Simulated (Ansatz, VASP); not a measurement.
# One calculation of Sr2AlO, two programs

Contents of INCAR:

```
PREC = Accurate
ENCUT = 520
EDIFF = 1E-6
ISMEAR = 0
SIGMA = 0.1
LREAL = False
LASPH = True
NELM = 150
ALGO = Normal
ISIF = 2
LWAVE = False
LCHARG = False
ISPIN = 2
MAGMOM = 0 0 0 0 0 0 1 1
LORBIT = 11
GGA = PE
NBANDS = 43
```

The input KPOINTS:

```
regular mesh
0
Gamma
  6 6 2
```

File POSCAR:

```
Sr2AlO
1.0
    4.8058890400      0.0000000000      0.0000000000
   -2.4029445200      4.1620220000      0.0000000000
    0.0000000000      0.0000000000      8.4784316900
Sr Al O
4 2 2
Direct
    0.3333333300      0.6666666700      0.0000000000
    0.6666666700      0.3333333300      0.0000000000
    0.0000000000      0.0000000000      0.5000000000
    0.0000000000      0.0000000000      0.0000000000
    0.3333333300      0.6666666700      0.5000000000
    0.6666666700      0.3333333300      0.5000000000
    0.0000000000      0.0000000000      0.2378905300
    0.0000000000      0.0000000000      0.7621094700
```

Input for Ansatz:

```yaml
crystal:
  lattice:
    - [4.80588904, 0.0, 0.0]
    - [-2.40294452, 4.162022, 0.0]
    - [0.0, 0.0, 8.47843169]
  atoms:
    - { symbol: Sr, position: [0.33333333, 0.66666667, 0.0] }
    - { symbol: Sr, position: [0.66666667, 0.33333333, 0.0] }
    - { symbol: Sr, position: [0.0, 0.0, 0.5] }
    - { symbol: Sr, position: [0.0, 0.0, 0.0] }
    - { symbol: Al, position: [0.33333333, 0.66666667, 0.5] }
    - { symbol: Al, position: [0.66666667, 0.33333333, 0.5] }
    - { symbol: O, position: [0.0, 0.0, 0.23789053], spin: 1.0 }
    - { symbol: O, position: [0.0, 0.0, 0.76210947], spin: 1.0 }
basis:
  ecutwfc: 420
kpoints:
  mp_grid: { grid: [6, 6, 2] }
hamiltonian:
  xc: pbe
scf:
  occupations: { method: gaussian, width: 0.1 }
  lower_state_search: "off"
output:
  forces: true
  stress: true
  eigenvalues: true
  populations: true
magnetization:
  spin_polarized: true
```

Alike in both runs: task single point; functional PBE; k mesh 6 × 6 × 2; occupations gaussian, width 0.1 eV; collinear spin.

|  | VASP | Ansatz |
| --- | --- | --- |
| version | VASP 6.6.1 | Ansatz 0.2.0 |
| potentials or method | VASP PAW PBE potentials, release 64 (Sr_sv, Al, O), cutoff 520 eV | scalar-relativistic, plane waves, PAW |
| valence electrons in the cell | 58 | 58 |

Ansatz gave:

| Item | Value |
| --- | --- |
| gap on the k mesh at the Fermi level (eV) | none |
| pressure (GPa) | 26.0 |
| traceless stress, the component that is largest in VASP (GPa) | -8.81 |
| rms of the force components (eV/Å) | 0.570 |
| net moment per atom (μB) | 0.00 |

What did VASP give for the same quantities?

gap on the k mesh at the Fermi level (eV): none; pressure (GPa): 27.2; traceless stress, the component that is largest in VASP (GPa): -7.96; rms of the force components (eV/Å): 0.647; net moment per atom (μB): 0.00.

Atom by atom the forces differ by 0.077 eV/Å (rms over components). A gap of «none» marks a metal or a gap that the smearing closes. Ansatz's warnings: seeded moment not kept.

The k mesh is coarse, so the values compare programs but aren't converged.
